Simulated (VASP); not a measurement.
# MgO (P6_3/mmc) in VASP: notebook

MgO is run at these levels: PBE; tasks: single point.

All numbers are computed with VASP 6.6.1; they aren't measurements. Logs are shortened: lines on timing, memory, paths and dates and some standing lists are left out, and cuts for length are marked.

## Step 1: The cell of the first run

It takes space group P6_3/mmc (No. 194, hexagonal). Conventional cell: a = 3.662 Å, b = 3.662 Å, c = 4.155 Å, α = 90.00°, β = 90.00°, γ = 120.00°. Mg (site symmetry -6m2) has 5 O at 2.08 to 2.11 Å within 2.8 Å. Within 2.8 Å of O (site symmetry -6m2) lie 5 Mg at 2.08 to 2.11 Å.

## Step 2: Single point, PBE

INCAR reads:

```
SYSTEM = MgO
  ALGO = Normal
  EDIFF = 1E-6
  ENCUT = 520
  GGA = PE
  ISIF = 2
  ISMEAR = 0
  LASPH = .True.
  LCHARG = .False.
  LREAL = .False.
  LWAVE = .False.
  NBANDS = 16
  NELM = 80
  PREC = Accurate
  SIGMA = 0.05
```

KPOINTS reads:

```
k-points
0
Gamma
  9 9 6
  0 0 0
```

POSCAR reads:

```
MgO
1.0
    3.6622000000      0.0000000000      0.0000000000
   -1.8311000000      3.1715582337      0.0000000000
    0.0000000000      0.0000000000      4.1546000000
Mg O
2 2
Direct
    0.6666666667      0.3333333333      0.7500000000
    0.3333333333      0.6666666667      0.2500000000
    0.6666666667      0.3333333333      0.2500000000
    0.3333333333      0.6666666667      0.7500000000
```

Potentials or basis: VASP PAW PBE potentials, release 64 (Mg, O).

Launch:

```bash
$ cat potpaw_PBE.64/Mg/POTCAR potpaw_PBE.64/O/POTCAR > POTCAR
$ mpirun -np 1 vasp_std > vasp.out
```

OUTCAR:

```text
SYSTEM = MgO
   EDIFF = 1E-6
   ENCUT = 520
   GGA = PE
   ISIF = 2
   ISMEAR = 0
   LASPH = .True.
   LREAL = .False.
   NELM = 80
   PREC = Accurate

 ion  position               nearest neighbor table
   1  0.667  0.333  0.750-   3 2.08   3 2.08   4 2.11   4 2.11   4 2.11   2 2.96   2 2.96   2 2.96
                             2 2.96   2 2.96   2 2.96
   2  0.333  0.667  0.250-   4 2.08   4 2.08   3 2.11   3 2.11   3 2.11   1 2.96   1 2.96   1 2.96
                             1 2.96   1 2.96   1 2.96
   3  0.667  0.333  0.250-   1 2.08   1 2.08   2 2.11   2 2.11   2 2.11
   4  0.333  0.667  0.750-   2 2.08   2 2.08   1 2.11   1 2.11   1 2.11

  LATTYP: Found a hexagonal cell.
 ALAT       =     3.6622000000
 C/A-ratio  =     1.1344546994

  Lattice vectors:

 A1 = (   3.6622000000,   0.0000000000,   0.0000000000)
 A2 = (  -1.8311000000,   3.1715582337,   0.0000000000)
 A3 = (   0.0000000000,   0.0000000000,   4.1546000000)

Analysis of symmetry for initial positions (statically):
=====================================================================
 Subroutine PRICEL returns:
 Original cell was already a primitive cell.

 Routine SETGRP: Setting up the symmetry group for a
 hexagonal supercell.

 Subroutine GETGRP returns: Found 24 space group operations
 (whereof 12 operations were pure point group operations)
 out of a pool of 24 trial point group operations.

The static configuration has the point symmetry D_3d.
 The point group associated with its full space group is D_6h.

Analysis of symmetry for dynamics (positions and initial velocities):
=====================================================================
 Subroutine PRICEL returns:
 Original cell was already a primitive cell.

 Routine SETGRP: Setting up the symmetry group for a
 hexagonal supercell.

 Subroutine GETGRP returns: Found 24 space group operations
 (whereof 12 operations were pure point group operations)
 out of a pool of 24 trial point group operations.

The dynamic configuration has the point symmetry D_3d.
 The point group associated with its full space group is D_6h.

 Subroutine INISYM returns: Found 24 space group operations
 (whereof 12 operations are pure point group operations),
 and found     1 'primitive' translations

----------------------------------------------------------------------------------------

                                     Primitive cell

  volume of cell :      48.2552

  direct lattice vectors                    reciprocal lattice vectors
     3.662200000  0.000000000  0.000000000     0.273059909  0.157651212  0.000000000
    -1.831100000  3.171558234  0.000000000     0.000000000  0.315302424  0.000000000
     0.000000000  0.000000000  4.154600000     0.000000000  0.000000000  0.240697059

  length of vectors
     3.662200000  3.662200000  4.154600000     0.315302424  0.315302424  0.240697059

  position of ions in fractional coordinates (direct lattice)
     0.666666667  0.333333333  0.750000000
     0.333333333  0.666666667  0.250000000
     0.666666667  0.333333333  0.250000000
     0.333333333  0.666666667  0.750000000

  ion indices of the primitive-cell ions
   primitive index   ion index
                 1           1
                 2           2
                 3           3
                 4           4

----------------------------------------------------------------------------------------

 KPOINTS: k-points

Automatic generation of k-mesh.
 Grid dimensions read from file:
 generate k-points for:    9    9    6

 Generating k-lattice:

  Cartesian coordinates                     Fractional coordinates (reciprocal lattice)
     0.030339990  0.017516801  0.000000000     0.111111111  0.000000000  0.000000000
     0.000000000  0.035033603  0.000000000     0.000000000  0.111111111  0.000000000
     0.000000000  0.000000000  0.040116176     0.000000000  0.000000000  0.166666667

  Length of vectors
     0.035033603  0.035033603  0.040116176

  Shift w.r.t. Gamma in fractional coordinates (k-lattice)
     0.000000000  0.000000000  0.000000000

 Subroutine IBZKPT returns following result:
 ===========================================

 Found     48 irreducible k-points:

 Following reciprocal coordinates:
            Coordinates               Weight
  0.000000  0.000000  0.000000      1.000000
  0.111111  0.000000  0.000000      6.000000
  0.222222 -0.000000  0.000000      6.000000
  0.333333 -0.000000  0.000000      6.000000
  0.444444 -0.000000  0.000000      6.000000
  0.111111  0.111111  0.000000      6.000000
[... 16 lines left out ...]
  0.333333  0.222222  0.166667     24.000000
  0.333333  0.333333  0.166667      4.000000
 [... further k-points ...]
   k-points           NKPTS =     48   k-points in BZ     NKDIM =     48   number of bands    NBANDS=     16
   number of dos      NEDOS =    301   number of ions     NIONS =      4
   total plane-waves  NPLWV =  25088
   dimension x,y,z NGX =    28 NGY =   28 NGZ =   32
   dimension x,y,z NGXF=    56 NGYF=   56 NGZF=   64
   ions per type =               2   2
   NGX,Y,Z   is equivalent  to a cutoff of  12.71, 12.71, 12.80 a.u.
   NGXF,Y,Z  is equivalent  to a cutoff of  25.42, 25.42, 25.61 a.u.
 SYSTEM =  MgO
   PREC   = accura    normal or accurate (medium, high low for compatibility)
   ISTART =      0    job   : 0-new  1-cont  2-samecut
   ICHARG =      2    charge: 1-file 2-atom 10-const
   ISPIN  =      1    spin polarized calculation?
   LNONCOLLINEAR =      F non collinear calculations
   LSORBIT =      F    spin-orbit coupling
   LASPH  =      T    aspherical Exc in radial PAW
   ENCUT  =  520.0 eV  38.22 Ry    6.18 a.u.   6.81  6.81  7.72*2*pi/ulx,y,z
   NELM   =     80;   NELMIN=  2; NELMDL= -5     # of ELM steps
   EDIFF  = 0.1E-05   stopping-criterion for ELM
   LREAL  =      F    real-space projection
   EDIFFG = 0.1E-04   stopping-criterion for IOM
   NSW    =      0    number of steps for IOM
   IBRION =     -1    ionic relax: 0-MD 1-quasi-New 2-CG
   NFREE  =      0    steps in history (QN), initial steepest desc. (CG)
   ISIF   =      2    stress and relaxation
   ISYM   =      2    0-nonsym 1-usesym 2-fastsym
   POTIM  = 0.5000    time-step for ionic-motion
   TEBEG  =    0.0;   TEEND  =   0.0 temperature during run
   PSTRESS=    0.0 pullay stress
   NELECT =      16.0000    total number of electrons
   NUPDOWN=      -1.0000    fix difference up-down
   EMIN   =  10.00;   EMAX   =-10.00  energy-range for DOS
   EFERMI =   0.00;   METHOD = LEGACY
   ISMEAR =     0;   SIGMA  =   0.05  broadening in eV -4-tet -1-fermi 0-gaus
   EFERMI_NEDOS =   21; number of points for ismear=-14 and -15
   IALGO  =     38    algorithm
   IMIX   =      4    mixing-type and parameters
     AMIX     =   0.40;   BMIX     =  1.00
     AMIX_MAG =   1.60;   BMIX_MAG =  1.00
  volume/ion in A,a.u.               =      12.06        81.41
  Fermi-wavevector in a.u.,A,eV,Ry     =   1.133096  2.141242 17.468620  1.283907
  Thomas-Fermi vector in A             =   2.269799
   LORBIT       =      0    0 simple, 1 ext, 2 COOP (PROOUT), +10 PAW based schemes
   GGA     = PE    functional components
   LHFCALC =     F    Hartree Fock is set to
   AEXX    =    0.0000 exact exchange contribution
   IVDW    =     0    specifies the selected vdW correction
   LEPSILON=     F    determine dielectric tensor
   LRPA    =     F    only Hartree local field effects (RPA)
 non-spin polarized calculation
 Gauss-broadening in eV      SIGMA  =   0.05
  energy-cutoff  :      520.00
  volume of cell :       48.26
 maximum number of plane-waves:      1314
 NGX is ok and might be reduce to    28

 number of electron      16.0000010 magnetization

 Free energy of the ion-electron system (eV)
  ---------------------------------------------------
  ext. energy  EPLUGINS =         0.00000000
  ---------------------------------------------------
  free energy    TOTEN  =       -23.57519283 eV

  energy without entropy =      -23.57519283  energy(sigma->0) =      -23.57519283

 E-fermi :   1.5745     XC(G=0):  -9.6509

 val. band max:        1.3097082091   @ k =   0.0000   0.0000   0.0000
 cond. band min:       4.3858364049   @ k =   0.0000   0.0000   0.0000
 fundamental gap:      3.0761281958
 Fermi energy:         1.5745245067

 k-point     1 :       0.0000    0.0000    0.0000
  band No.  band energies     occupation
      1     -15.1592      2.00000
      2     -13.9137      2.00000
      3      -1.8219      2.00000
      4      -0.2369      2.00000
      5      -0.2369      2.00000
      6       0.7748      2.00000
[... 8 lines left out ...]
     15      15.9714      0.00000
     16      16.3956      0.00000

 k-point     2 :       0.1111    0.0000    0.0000
  band No.  band energies     occupation
      1     -15.1101      2.00000
      2     -13.9292      2.00000
      3      -1.7397      2.00000
      4      -0.3953      2.00000
      5      -0.3274      2.00000
      6       0.4921      2.00000
[... 8 lines left out ...]
     15      15.8936      0.00000
     16      15.9807      0.00000

 k-point     3 :       0.2222   -0.0000    0.0000
  band No.  band energies     occupation
      1     -14.9746      2.00000
      2     -13.9791      2.00000
      3      -1.5045      2.00000
      4      -0.8715      2.00000
      5      -0.5192      2.00000
      6       0.0997      2.00000
[... 8 lines left out ...]
     15      15.0793      0.00000
     16      15.6235      0.00000

 k-point     4 :       0.3333   -0.0000    0.0000
  band No.  band energies     occupation
      1     -14.7878      2.00000
      2     -14.0676      2.00000
      3      -1.4164      2.00000
      4      -1.1571      2.00000
      5      -0.6998      2.00000
      6      -0.1287      2.00000
[... 8 lines left out ...]
     15      14.4520      0.00000
     16      15.6428      0.00000
[... 324 lines left out ...]
 k-point    22 :       0.2222    0.2222    0.1667
  band No.  band energies     occupation
      1     -14.6348      2.00000
      2     -14.1455      2.00000
      3      -1.5450      2.00000
      4      -1.5286      2.00000
      5      -0.5816      2.00000
      6      -0.1595      2.00000
[... 8 lines left out ...]
     15      15.4470      0.00000
     16      16.2229      0.00000

 k-point    23 :       0.3333    0.2222    0.1667
  band No.  band energies     occupation
      1     -14.4852      2.00000
      2     -14.2406      2.00000
      3      -1.7971      2.00000
      4      -1.3056      2.00000
      5      -0.9261      2.00000
      6       0.0580      2.00000
[... 8 lines left out ...]
     15      15.3754      0.00000
     16      16.3022      0.00000

 k-point    24 :       0.3333    0.3333    0.1667
  band No.  band energies     occupation
      1     -14.3534      2.00000
      2     -14.3534      2.00000
      3      -1.7755      2.00000
      4      -1.1963      2.00000
      5      -1.1963      2.00000
      6       0.3710      2.00000
[... 8 lines left out ...]
     15      15.3458      0.00000
     16      16.9153      0.00000

 [... further k-points ...]
[... 5 lines left out ...]
  --------------------------------------------------------------------------------------
  -------------------------------------------------------------------------------------
  Total       -2.4850604     -2.4850604     -0.4477157      0.0000000     -0.0000000      0.0000000
  in kB      -82.5094252    -82.5094252    -14.8651368      0.0000000     -0.0000000      0.0000000
  external PRESSURE =     -59.9613291 kB  Pullay stress =       0.0000000 kB

 VOLUME and BASIS-vectors are now :
 -----------------------------------------------------------------------------
  energy-cutoff  :      520.00
  volume of cell :       48.26
      direct lattice vectors                 reciprocal lattice vectors
     3.662200000  0.000000000  0.000000000     0.273059909  0.157651212  0.000000000
    -1.831100000  3.171558234  0.000000000     0.000000000  0.315302424  0.000000000
     0.000000000  0.000000000  4.154600000     0.000000000  0.000000000  0.240697059

 POSITION                                       TOTAL-FORCE (eV/Angst)
 -----------------------------------------------------------------------------------
      1.83110      1.05719      3.11595         0.000000     -0.000000     -0.000000
     -0.00000      2.11437      1.03865        -0.000000     -0.000000     -0.000000
      1.83110      1.05719      1.03865        -0.000000      0.000000      0.000000
     -0.00000      2.11437      3.11595        -0.000000     -0.000000      0.000000
 -----------------------------------------------------------------------------------
    total drift:                               -0.000000      0.000000     -0.000000

  FREE ENERGIE OF THE ION-ELECTRON SYSTEM (eV)
  ---------------------------------------------------
  free  energy   TOTEN  =       -23.5751928337 eV

  energy  without entropy=      -23.5751928337  energy(sigma->0) =      -23.57519283
```

Run time: 14 s. Hardware: 1 thread of Intel Xeon 6975P-C (Granite Rapids), shared host; peak memory 0.18 GiB.

Results:

```yaml
Free_energy: -23.5752 eV
Pressure: -6.0 GPa
Band_gap_on_the_k_mesh: 3.08 eV, direct
```

## Step 3: Single point, PBE

This run uses another cell than the first one, of the same volume but with other edges.

INCAR reads:

```
SYSTEM = MgO
PREC     = Accurate       ! precision mode
ENCUT    = 520            ! plane-wave cutoff, eV
EDIFF    = 1E-6           ! SCF threshold, eV
ISMEAR   = 0              ! smearing method
SIGMA    = 0.05           ! smearing width, eV
LREAL    = .FALSE.        ! projectors in reciprocal space
LASPH    = .TRUE.         ! aspherical terms in the spheres
NELM     = 100            ! most SCF steps
ALGO     = Normal         ! electronic algorithm
ISIF     = 2              ! what is computed and relaxed
LWAVE    = .FALSE.        ! write WAVECAR
LCHARG   = .FALSE.        ! write CHGCAR
GGA      = PE             ! functional
NBANDS   = 16             ! bands
```

KPOINTS reads:

```
Automatic mesh
0
G
  9 9 6
  0 0 0
```

POSCAR reads:

```
MgO
1.0
    3.5917000000      0.0000000000      0.0000000000
   -1.7958500000      3.1105034428      0.0000000000
    0.0000000000      0.0000000000      4.3242000000
Mg O
2 2
Direct
    0.6666666667      0.3333333333      0.7500000000
    0.3333333333      0.6666666667      0.2500000000
    0.6666666667      0.3333333333      0.2500000000
    0.3333333333      0.6666666667      0.7500000000
```

Potentials or basis: VASP PAW PBE potentials, release 64 (Mg, O).

Launch:

```bash
$ cat potpaw_PBE.64/Mg/POTCAR potpaw_PBE.64/O/POTCAR > POTCAR
$ mpirun -np 1 vasp_std > vasp.out
```

It took 14 s on 1 thread of Intel Xeon 6975P-C (Granite Rapids), shared host; peak memory 0.18 GiB.

The run converged. Its results:

```
Free energy            : -23.6082 eV
Pressure               : -7.1 GPa
Band gap on the k mesh : 2.96 eV, direct
```

Stress tensor (GPa, compression positive):
```
-6.95  0.00  0.00
 0.00 -6.95  0.00
 0.00  0.00 -7.41
```

Levels at points of the mesh, in eV from the valence-band top:
| k point | band 5 | band 6 | band 7 | band 8 | band 9 | band 10 | band 11 | band 12 |
| --- | --- | --- | --- | --- | --- | --- | --- | --- |
| (0.00, 0.00, 0.00) | -1.56 | -0.70 | -0.70 | 0.00 | 2.96 | 8.71 | 11.47 | 11.94 |
| (0.00, 0.00, 0.50) | -1.15 | -1.15 | -1.15 | -1.15 | 5.95 | 5.95 | 12.29 | 12.29 |
